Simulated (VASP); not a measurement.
# CuO (Cccm) in VASP: a series of runs

CuO is run at these levels: LDA, RPBE; tasks: single point.

Everything below comes from runs of VASP 6.6.1. Logs are shortened: lines on timing, memory, paths and dates and some standing lists are left out, and cuts for length are marked.

### 1 The cell of the first run

The structure is orthorhombic, space group Cccm (No. 66). The conventional cell has a = 4.029 Å, b = 4.044 Å, c = 5.041 Å, α = 90.00°, β = 90.00°, γ = 90.00°. Cu (site symmetry 2/m) has 4 O at 1.90 Å within 2.5 Å. Within 2.5 Å of O (site symmetry 222) lie 4 Cu at 1.90 Å.

### 2 Single point, LDA

Contents of INCAR:

```
PREC = Accurate
ENCUT = 700
EDIFF = 1E-6
ISMEAR = -1
SIGMA = 0.05
LREAL = F
LASPH = T
NELM = 120
ALGO = Normal
ISIF = 2
LWAVE = F
LCHARG = T
GGA = CA
LELF = T
LVHAR = T
NBANDS = 33
GGA_COMPAT = F
```

Contents of KPOINTS:

```
regular mesh
0
Gamma
  9 9 5
```

Contents of POSCAR:

```
CuO
1.0
    2.0145694616     -2.0220413157      0.0000000000
    2.0145694616      2.0220413157      0.0000000000
    0.0000000000      0.0000000000      5.0409387870
Cu O
2 2
Direct
    0.5000000000      0.0000000000      0.0000000000
    0.0000000000      0.5000000000      0.5000000000
    0.5000000000      0.5000000000      0.2500000000
    0.5000000000      0.5000000000      0.7500000000
```

Potentials or basis: VASP PAW LDA potentials, release 64 (Cu_sv_GW, O).

Command:

```bash
$ cat potpaw_LDA.64/Cu_sv_GW/POTCAR potpaw_LDA.64/O/POTCAR > POTCAR
$ mpirun -np 1 vasp_std > vasp.out
```

OUTCAR:

```text
PREC = Accurate
   ENCUT = 700
   EDIFF = 1E-6
   ISMEAR = -1
   LREAL = F
   LASPH = T
   NELM = 120
   ISIF = 2
   GGA = CA

 ion  position               nearest neighbor table
   1  0.500  0.000  0.000-   3 1.90   4 1.90   3 1.90   4 1.90
   2  0.000  0.500  0.500-   3 1.90   4 1.90   3 1.90   4 1.90
   3  0.500  0.500  0.250-   1 1.90   2 1.90   1 1.90   2 1.90
   4  0.500  0.500  0.750-   1 1.90   2 1.90   1 1.90   2 1.90

  LATTYP: Found a base centered orthorhombic cell.
 ALAT       =     4.0291389232
 B/A-ratio  =     1.0037089086
 C/A-ratio  =     1.2511206198

  Lattice vectors:

 A1 = (   2.0145694616,  -2.0220413157,   0.0000000000)
 A2 = (   2.0145694616,   2.0220413157,   0.0000000000)
 A3 = (   0.0000000000,   0.0000000000,   5.0409387870)

Analysis of symmetry for initial positions (statically):
=====================================================================
 Subroutine PRICEL returns:
 Original cell was already a primitive cell.

 Routine SETGRP: Setting up the symmetry group for a
 base centered orthorhombic supercell.

 Subroutine GETGRP returns: Found  8 space group operations
 (whereof  4 operations were pure point group operations)
 out of a pool of  8 trial point group operations.

The static configuration has the point symmetry C_2h.
 The point group associated with its full space group is D_2h.

Analysis of symmetry for dynamics (positions and initial velocities):
=====================================================================
 Subroutine PRICEL returns:
 Original cell was already a primitive cell.

 Routine SETGRP: Setting up the symmetry group for a
 base centered orthorhombic supercell.

 Subroutine GETGRP returns: Found  8 space group operations
 (whereof  4 operations were pure point group operations)
 out of a pool of  8 trial point group operations.

The dynamic configuration has the point symmetry C_2h.
 The point group associated with its full space group is D_2h.

 Subroutine INISYM returns: Found  8 space group operations
 (whereof  4 operations are pure point group operations),
 and found     1 'primitive' translations

----------------------------------------------------------------------------------------

                                     Primitive cell

  volume of cell :      41.0690

  direct lattice vectors                    reciprocal lattice vectors
     2.014569462 -2.022041316  0.000000000     0.248191988 -0.247274868  0.000000000
     2.014569462  2.022041316  0.000000000     0.248191988  0.247274868  0.000000000
     0.000000000  0.000000000  5.040938787     0.000000000  0.000000000  0.198375748

  length of vectors
     2.854319743  2.854319743  5.040938787     0.350348574  0.350348574  0.198375748

  position of ions in fractional coordinates (direct lattice)
     0.500000000  0.000000000  0.000000000
     0.000000000  0.500000000  0.500000000
     0.500000000  0.500000000  0.250000000
     0.500000000  0.500000000  0.750000000

  ion indices of the primitive-cell ions
   primitive index   ion index
                 1           1
                 2           2
                 3           3
                 4           4

----------------------------------------------------------------------------------------

 KPOINTS: regular mesh

Automatic generation of k-mesh.
 Grid dimensions read from file:
 generate k-points for:    9    9    5

 Generating k-lattice:

  Cartesian coordinates                     Fractional coordinates (reciprocal lattice)
     0.027576888 -0.027474985  0.000000000     0.111111111  0.000000000  0.000000000
     0.027576888  0.027474985  0.000000000     0.000000000  0.111111111  0.000000000
     0.000000000  0.000000000  0.039675150     0.000000000  0.000000000  0.200000000

  Length of vectors
     0.038927619  0.038927619  0.039675150

  Shift w.r.t. Gamma in fractional coordinates (k-lattice)
     0.000000000  0.000000000  0.000000000

 Subroutine IBZKPT returns following result:
 ===========================================

 Found     75 irreducible k-points:

 Following reciprocal coordinates:
            Coordinates               Weight
  0.000000  0.000000  0.000000      1.000000
  0.111111 -0.000000  0.000000      4.000000
  0.222222  0.000000  0.000000      4.000000
  0.333333 -0.000000  0.000000      4.000000
  0.444444  0.000000  0.000000      4.000000
  0.111111  0.111111  0.000000      2.000000
[... 16 lines left out ...]
 -0.333333  0.333333  0.000000      2.000000
  0.444444  0.444444  0.000000      2.000000
 [... further k-points ...]
   k-points           NKPTS =     75   k-points in BZ     NKDIM =     75   number of bands    NBANDS=     33
   number of dos      NEDOS =    301   number of ions     NIONS =      4
   total plane-waves  NPLWV =  37632
   dimension x,y,z NGX =    28 NGY =   28 NGZ =   48
   dimension x,y,z NGXF=    56 NGYF=   56 NGZF=   96
   ions per type =               2   2
   NGX,Y,Z   is equivalent  to a cutoff of  16.31, 16.31, 15.83 a.u.
   NGXF,Y,Z  is equivalent  to a cutoff of  32.62, 32.62, 31.66 a.u.
 SYSTEM =  unknown system
   PREC   = accura    normal or accurate (medium, high low for compatibility)
   ISTART =      0    job   : 0-new  1-cont  2-samecut
   ICHARG =      2    charge: 1-file 2-atom 10-const
   ISPIN  =      1    spin polarized calculation?
   LNONCOLLINEAR =      F non collinear calculations
   LSORBIT =      F    spin-orbit coupling
   LASPH  =      T    aspherical Exc in radial PAW
   ENCUT  =  700.0 eV  51.45 Ry    7.17 a.u.   6.16  6.16 10.87*2*pi/ulx,y,z
   NELM   =    120;   NELMIN=  2; NELMDL= -5     # of ELM steps
   EDIFF  = 0.1E-05   stopping-criterion for ELM
   LREAL  =      F    real-space projection
   EDIFFG = 0.1E-04   stopping-criterion for IOM
   NSW    =      0    number of steps for IOM
   IBRION =     -1    ionic relax: 0-MD 1-quasi-New 2-CG
   NFREE  =      0    steps in history (QN), initial steepest desc. (CG)
   ISIF   =      2    stress and relaxation
   ISYM   =      2    0-nonsym 1-usesym 2-fastsym
   POTIM  = 0.5000    time-step for ionic-motion
   TEBEG  =    0.0;   TEEND  =   0.0 temperature during run
   PSTRESS=    0.0 pullay stress
   NELECT =      50.0000    total number of electrons
   NUPDOWN=      -1.0000    fix difference up-down
   EMIN   =  10.00;   EMAX   =-10.00  energy-range for DOS
   EFERMI =   0.00;   METHOD = LEGACY
   ISMEAR =    -1;   SIGMA  =   0.05  broadening in eV -4-tet -1-fermi 0-gaus
   EFERMI_NEDOS =   21; number of points for ismear=-14 and -15
   IALGO  =     38    algorithm
   IMIX   =      4    mixing-type and parameters
     AMIX     =   0.40;   BMIX     =  1.00
     AMIX_MAG =   1.60;   BMIX_MAG =  1.00
  volume/ion in A,a.u.               =      10.27        69.29
  Fermi-wavevector in a.u.,A,eV,Ry     =   1.748076  3.303384 41.576263  3.055769
  Thomas-Fermi vector in A             =   2.819253
   LORBIT       =      0    0 simple, 1 ext, 2 COOP (PROOUT), +10 PAW based schemes
   GGA     = CA    functional components
   LHFCALC =     F    Hartree Fock is set to
   AEXX    =    0.0000 exact exchange contribution
   IVDW    =     0    specifies the selected vdW correction
   LEPSILON=     F    determine dielectric tensor
   LRPA    =     F    only Hartree local field effects (RPA)
 non-spin polarized calculation
  energy-cutoff  :      700.00
  volume of cell :       41.07
 maximum number of plane-waves:      1750
 NGX is ok and might be reduce to    28
   NGX = 13   NGY = 13   NGZ = 21

 number of electron      50.0000008 magnetization

 Free energy of the ion-electron system (eV)
  ---------------------------------------------------
  ext. energy  EPLUGINS =         0.00000000
  ---------------------------------------------------
  free energy    TOTEN  =       -23.65636791 eV

  energy without entropy =      -23.63775738  energy(sigma->0) =      -23.64706265

 E-fermi :   5.4907     XC(G=0): -12.6835

 val. band max:        5.4604142838   @ k =   0.4444   0.4444   0.4000
 cond. band min:       5.5466719580   @ k =   0.4444   0.0000   0.2000
 fundamental gap:      0.0862576742
 Fermi energy:         5.4906982097

 k-point     1 :       0.0000    0.0000    0.0000
  band No.  band energies     occupation
      1    -106.3810      2.00000
      2    -106.3807      2.00000
      3     -64.4696      2.00000
      4     -64.4695      2.00000
      5     -64.4302      2.00000
      6     -64.4193      2.00000
[... 25 lines left out ...]
     32      20.3131      0.00000
     33      21.0909      0.00000

 k-point     2 :       0.1111   -0.0000    0.0000
  band No.  band energies     occupation
      1    -106.3808      2.00000
      2    -106.3802      2.00000
      3     -64.4711      2.00000
      4     -64.4693      2.00000
      5     -64.4295      2.00000
      6     -64.4193      2.00000
[... 25 lines left out ...]
     32      20.5309      0.00000
     33      20.8819      0.00000

 k-point     3 :       0.2222    0.0000    0.0000
  band No.  band energies     occupation
      1    -106.3801      2.00000
      2    -106.3800      2.00000
      3     -64.4766      2.00000
      4     -64.4687      2.00000
      5     -64.4274      2.00000
      6     -64.4197      2.00000
[... 25 lines left out ...]
     32      20.4773      0.00000
     33      20.9528      0.00000

 k-point     4 :       0.3333   -0.0000    0.0000
  band No.  band energies     occupation
      1    -106.3799      2.00000
      2    -106.3797      2.00000
      3     -64.4830      2.00000
      4     -64.4684      2.00000
      5     -64.4254      2.00000
      6     -64.4208      2.00000
[... 673 lines left out ...]
     32      17.7108      0.00000
     33      18.4070      0.00000

 k-point    23 :      -0.3333    0.3333    0.0000
  band No.  band energies     occupation
      1    -106.3793      2.00000
      2    -106.3792      2.00000
      3     -64.4839      2.00000
      4     -64.4807      2.00000
      5     -64.4230      2.00000
      6     -64.4207      2.00000
[... 25 lines left out ...]
     32      17.5168      0.00000
     33      19.6580      0.00000

 k-point    24 :       0.4444    0.4444    0.0000
  band No.  band energies     occupation
      1    -106.3788      2.00000
      2    -106.3785      2.00000
      3     -64.4881      2.00000
      4     -64.4839      2.00000
      5     -64.4205      2.00000
      6     -64.4204      2.00000
[... 25 lines left out ...]
     32      16.9574      0.00000
     33      17.6326      0.00000

 [... further k-points ...]

------------------------ aborting loop because EDIFF is reached ----------------------------------------

  FORCE on cell =-STRESS in cart. coord.  units (eV):
  Direction    XX          YY          ZZ          XY          YZ          ZX
  --------------------------------------------------------------------------------------
  -------------------------------------------------------------------------------------
  Total       -0.6034104     -0.6159592     -0.5061689      0.0000000      0.0000000      0.0000000
  in kB      -23.5401745    -24.0297285    -19.7466025      0.0000000      0.0000000      0.0000000
  external PRESSURE =     -22.4388352 kB  Pullay stress =       0.0000000 kB

 VOLUME and BASIS-vectors are now :
 -----------------------------------------------------------------------------
  energy-cutoff  :      700.00
  volume of cell :       41.07
      direct lattice vectors                 reciprocal lattice vectors
     2.014569462 -2.022041316  0.000000000     0.248191988 -0.247274868  0.000000000
     2.014569462  2.022041316  0.000000000     0.248191988  0.247274868  0.000000000
     0.000000000  0.000000000  5.040938787     0.000000000  0.000000000  0.198375748

 POSITION                                       TOTAL-FORCE (eV/Angst)
 -----------------------------------------------------------------------------------
      1.00728     -1.01102      0.00000         0.000000      0.000000     -0.000000
      1.00728      1.01102      2.52047        -0.000000      0.000000     -0.000000
      2.01457      0.00000      1.26023        -0.000000     -0.000000      0.000000
      2.01457      0.00000      3.78070        -0.000000     -0.000000     -0.000000
 -----------------------------------------------------------------------------------
    total drift:                                0.000000      0.000000     -0.000000

  FREE ENERGIE OF THE ION-ELECTRON SYSTEM (eV)
  ---------------------------------------------------
  free  energy   TOTEN  =       -23.6563679146 eV

  energy  without entropy=      -23.6377573798  energy(sigma->0) =      -23.64706265
```

Wall time 3.9 min (1 thread of Intel Xeon Platinum 8488C (Sapphire Rapids), shared host); peak memory 0.27 GiB.

What came out:

* Free energy: -23.6564 eV
* Pressure: -2.2 GPa
* Band gap on the k mesh: zero (band 25 reaches 6.22 eV, above the bottom of band 26 at 5.21 eV)

Caveat: semilocal functionals often make such compounds metallic where correlation or magnetic order opens a gap, which also shifts bond lengths. With open d or f shells a metallic result of LDA can be an artefact of self-interaction; +U or a hybrid may open a gap.

### 3 Single point, RPBE

This run uses another cell than the first one, of 11.61 Å³/atom, 1.131 times its volume.

Contents of INCAR:

```
PREC = Accurate
ENCUT = 700
EDIFF = 1E-6
ISMEAR = -1
SIGMA = 0.05
LREAL = False
LASPH = True
NELM = 120
ALGO = Normal
ISIF = 2
LWAVE = False
LCHARG = False
GGA = RP
NBANDS = 33
GGA_COMPAT = False
```

KPOINTS is that of step 2.

Contents of POSCAR:

```
CuO
1.0
    2.1122989297     -2.1172812578      0.0000000000
    2.1122989297      2.1172812578      0.0000000000
    0.0000000000      0.0000000000      5.1921356276
Cu O
2 2
Direct
    0.5000000000      0.0000000000      0.0000000000
    0.0000000000      0.5000000000      0.5000000000
    0.5000000000      0.5000000000      0.2500000000
    0.5000000000      0.5000000000      0.7500000000
```

Potentials or basis: VASP PAW PBE potentials, release 64 (Cu_sv_GW, O).

Command:

```bash
$ cat potpaw_PBE.64/Cu_sv_GW/POTCAR potpaw_PBE.64/O/POTCAR > POTCAR
$ mpirun -np 1 vasp_std > vasp.out
```

It took 94 s on 1 thread of Intel Xeon 6975P-C (Granite Rapids), shared host; peak memory 0.31 GiB.

The run converged. Its results:

- Free energy: -18.2016 eV
- Pressure: -2.6 GPa
- Band gap on the k mesh: zero (band 25 reaches 5.19 eV, above the bottom of band 26 at 4.30 eV)

Levels at points of the mesh, in eV from the Fermi level:
| k point | band 21 | band 22 | band 23 | band 24 | band 25 | band 26 | band 27 | band 28 | band 29 | band 30 |
| --- | --- | --- | --- | --- | --- | --- | --- | --- | --- | --- |
| (0.00, 0.00, 0.00) | -2.24 | -2.23 | -2.14 | -1.77 | 0.67 | 0.67 | 1.32 | 6.08 | 7.15 | 13.02 |

Caveat: the PAW data sets were made with another functional, which shifts forces and pressure a little; semilocal functionals often make such compounds metallic where correlation or magnetic order opens a gap, which also shifts bond lengths.
